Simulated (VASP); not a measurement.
# TiB (F-43m) in VASP: vibrations by perturbation theory with LDA

Aim: the vibrations by perturbation theory of TiB with LDA.

All numbers are computed with VASP 6.6.1; they aren't measurements. Logs are shortened: lines on timing, memory, paths and dates and some standing lists are left out, and cuts for length are marked.

## Step 1: The cell of the first run

It takes space group F-43m (No. 216, cubic). The conventional cell has a = 4.864 Å, b = 4.864 Å, c = 4.864 Å, α = 90.00°, β = 90.00°, γ = 90.00°. Within 2.8 Å of Ti (site symmetry -43m) lie 4 B at 2.11 Å. B (site symmetry -43m) has 4 Ti at 2.11 Å within 2.8 Å.

## Step 2: Vibrations by perturbation theory, LDA

The input, INCAR:

```
  PREC = Accurate
  ENCUT = 520
  EDIFF = 1E-8
  ISMEAR = -1
  SIGMA = 0.15
  LREAL = False
  LASPH = True
  NELM = 60
  ALGO = Normal
  ISIF = 2
  LWAVE = False
  LCHARG = True
  NBANDS = 14
  IBRION = 8
  NSW = 1
```

The input, KPOINTS:

```
regular mesh
0
Gamma
  16 16 16
```

The input, POSCAR:

```
TiB
1.0
    0.0000000000      2.4318928488      2.4318928488
    2.4318928488      0.0000000000      2.4318928488
    2.4318928488      2.4318928488      0.0000000000
Ti B
1 1
Direct
    0.7500000000      0.7500000000      0.7500000000
    0.0000000000      0.0000000000      0.0000000000
```

Potentials or basis: VASP PAW LDA potentials, release 64 (Ti_sv, B).

Launch:

```bash
cat potpaw_LDA.64/Ti_sv/POTCAR potpaw_LDA.64/B/POTCAR > POTCAR
mpirun -np 1 vasp_std > vasp.out
```

OUTCAR:

```text
PREC = Accurate
   ENCUT = 520
   EDIFF = 1E-8
   ISMEAR = -1
   LREAL = False
   LASPH = True
   NELM = 60
   ISIF = 2
   IBRION = 8
   NSW = 1

 ion  position               nearest neighbor table
   1  0.750  0.750  0.750-   2 2.11   2 2.11   2 2.11   2 2.11
   2  0.000  0.000  0.000-   1 2.11   1 2.11   1 2.11   1 2.11

  LATTYP: Found a face centered cubic cell.
 ALAT       =     4.8637856976

  Lattice vectors:

 A1 = (   0.0000000000,   2.4318928488,   2.4318928488)
 A2 = (   2.4318928488,   0.0000000000,   2.4318928488)
 A3 = (   2.4318928488,   2.4318928488,   0.0000000000)

Analysis of symmetry for initial positions (statically):
=====================================================================
 Subroutine PRICEL returns:
 Original cell was already a primitive cell.

 Routine SETGRP: Setting up the symmetry group for a
 face centered cubic supercell.

 Subroutine GETGRP returns: Found 24 space group operations
 (whereof 24 operations were pure point group operations)
 out of a pool of 48 trial point group operations.

The static configuration has the point symmetry T_d .

Analysis of symmetry for dynamics (positions and initial velocities):
=====================================================================
 Subroutine PRICEL returns:
 Original cell was already a primitive cell.

 Routine SETGRP: Setting up the symmetry group for a
 face centered cubic supercell.

 Subroutine GETGRP returns: Found 24 space group operations
 (whereof 24 operations were pure point group operations)
 out of a pool of 48 trial point group operations.

The dynamic configuration has the point symmetry T_d .

 Subroutine INISYM returns: Found 24 space group operations
 (whereof 24 operations are pure point group operations),
 and found     1 'primitive' translations

----------------------------------------------------------------------------------------

[... 567 lines left out ...]
  external PRESSURE =       1.6816632 kB  Pullay stress =       0.0000000 kB

 VOLUME and BASIS-vectors are now :
 -----------------------------------------------------------------------------
  energy-cutoff  :      520.00
  volume of cell :       28.76
      direct lattice vectors                 reciprocal lattice vectors
     0.000000000  2.431892849  2.431892849    -0.205601164  0.205601164  0.205601164
     2.431892849  0.000000000  2.431892849     0.205601164 -0.205601164  0.205601164
     2.431892849  2.431892849  0.000000000     0.205601164  0.205601164 -0.205601164

 POSITION                                       TOTAL-FORCE (eV/Angst)
 -----------------------------------------------------------------------------------
      3.64784      3.64784      3.64784         0.000000      0.000000      0.000000
      0.00000      0.00000      0.00000        -0.000000     -0.000000     -0.000000
 -----------------------------------------------------------------------------------
    total drift:                                0.000000      0.000000      0.000001

  FREE ENERGIE OF THE ION-ELECTRON SYSTEM (eV)
  ---------------------------------------------------
  free  energy   TOTEN  =       -14.4928418362 eV

  energy  without entropy=      -14.3675302083  energy(sigma->0) =      -14.43018602

[... ionic steps 2 to 3 ...]

--------------------------------------- Ionic step        4  -------------------------------------------

------------------------ aborting loop because EDIFF is reached ----------------------------------------

[... ionic steps 5 to 6 ...]

--------------------------------------- Ionic step        7  -------------------------------------------

 Free energy of the ion-electron system (eV)
  ---------------------------------------------------
  ---------------------------------------------------
  free energy    TOTEN  =        -0.04236082 eV

  energy without entropy =       -0.04236082

------------------------ aborting loop because EDIFF is reached ----------------------------------------

 INTERNAL STRAIN TENSOR  FOR ION    2  DIRECTION 1   (eV/Angst):
 -----------------------------------------------------------------------------
    -0.00334  0.00000  0.00000
    -0.00000  0.00022-11.62126
     0.00000-11.62126  0.00022

 INTERNAL STRAIN TENSOR FOR ION    2 for displacements in x,y,z  (eV/Angst):
          X           Y           Z          XY          YZ          ZX
  --------------------------------------------------------------------------------
  x     0.00000     0.00000     0.00000    -0.00000   -11.62126     0.00000
  y     0.00000     0.00000     0.00000     0.00000    -0.00000   -11.62126
  z     0.00000     0.00000     0.00000   -11.62126     0.00000    -0.00000

 SECOND DERIVATIVES (NOT SYMMETRIZED)
 ------------------------------------
               1X          1Y          1Z          2X          2Y          2Z
  1X    -9.750347    0.000000    0.000000    9.750347    0.000000    0.000000
  1Y     0.000000   -9.750347    0.000000    0.000000    9.750347    0.000000
  1Z     0.000000    0.000000   -9.750347    0.000000    0.000000    9.750347
  2X     9.771530    0.000000    0.000000   -9.771530    0.000000    0.000000
  2Y     0.000000    9.771530    0.000000    0.000000   -9.771530    0.000000
  2Z     0.000000    0.000000    9.771530    0.000000    0.000000   -9.771530

 Eigenvectors and eigenvalues of the dynamical matrix
 ----------------------------------------------------

   1 f  =   16.452090 THz   103.371529 2PiTHz  548.782644 cm-1    68.040346 meV
             X         Y         Z           dx          dy          dz
      3.647839  3.647839  3.647839     0.000000   -0.428808   -0.000000
      0.000000  0.000000  0.000000    -0.000000    0.903396   -0.000000
[... 21 lines left out ...]
   6 f/i=    0.006916 THz     0.043452 2PiTHz    0.230679 cm-1     0.028601 meV
             X         Y         Z           dx          dy          dz
      3.647839  3.647839  3.647839    -0.063137    0.030171    0.900682
      0.000000  0.000000  0.000000    -0.029969    0.014321    0.427520

--------------------------------------------------------------------------------------------------------

 ELASTIC MODULI CONTR FROM IONIC RELAXATION (kBar)
 Direction    XX          YY          ZZ          XY          YZ          ZX
 --------------------------------------------------------------------------------
 XX          -0.0000      0.0000      0.0000     -0.0000     -0.0000      0.0000
 YY           0.0000     -0.0000      0.0000      0.0000      0.0000      0.0000
 ZZ           0.0000      0.0000     -0.0000     -0.0000      0.0000     -0.0000
 XY          -0.0000      0.0000     -0.0000   -803.8715     -0.0000     -0.0000
 YZ          -0.0000      0.0000      0.0000     -0.0000   -803.8715     -0.0000
 ZX           0.0000      0.0000     -0.0000     -0.0000     -0.0000   -803.8715
 --------------------------------------------------------------------------------
```

OSZICAR:

```text
N       E                     dE             d eps       ncg     rms          rms(c)
DAV:   1     0.117562933554E+03    0.11756E+03   -0.78495E+03  4060   0.118E+03
DAV:   2    -0.698118532975E+01   -0.12454E+03   -0.11929E+03  4192   0.325E+02
DAV:   3    -0.179308434401E+02   -0.10950E+02   -0.10637E+02  6936   0.836E+01
DAV:   4    -0.183750705428E+02   -0.44423E+00   -0.44376E+00  4676   0.139E+01
[... 53 lines left out ...]
RMM:  11    -0.423607762809E-01   -0.10741E-06   -0.26548E-08 43170   0.462E-04    0.315E-05
RMM:  12    -0.423608834672E-01   -0.10719E-06   -0.39009E-08 41753   0.233E-04    0.119E-05
RMM:  13    -0.423608313307E-01    0.52137E-07   -0.21225E-08 43336   0.118E-04    0.983E-06
RMM:  14    -0.423608219331E-01    0.93976E-08   -0.12473E-08 44090   0.595E-05    0.378E-06
 Linear response finished
```

stdout:

```text
POSCAR found type information on POSCAR TiB
 POSCAR found :  2 types and       2 ions
 scaLAPACK will be used
 LDA part: xc-table for (Slater(with rela. corr.)+CA(PZ))
 , standard interpolation
 POSCAR, INCAR and KPOINTS ok, starting setup
 FFT: planning ... GRIDC
 FFT: planning ... GRID_SOFT
 FFT: planning ... GRID
 WAVECAR not read
 entering main loop
 Linear response reoptimize wavefunctions to high precision
 Linear response DOF=           2
 Linear response progress:
 first order change of Fermi-energy  -0.91245E-04
 force on displaced ion       1 direction 1 :  -9.750   0.000   0.000
 Linear response progress:
 first order change of Fermi-energy   0.71952E-04
 force on displaced ion       2 direction 1 :  -9.772   0.000   0.000
 Linear response finished
```

Wall time 11 min (1 thread of Intel Xeon Platinum 8488C (Sapphire Rapids), shared host); peak memory 0.59 GiB.

What came out:

- Highest phonon frequency at Γ: 549 cm⁻¹

Phonon frequencies in cm⁻¹ (negative: imaginary):
```tsv
q point	frequencies
(0.000, 0.000, 0.000)	0 0 0 549 549 549
```
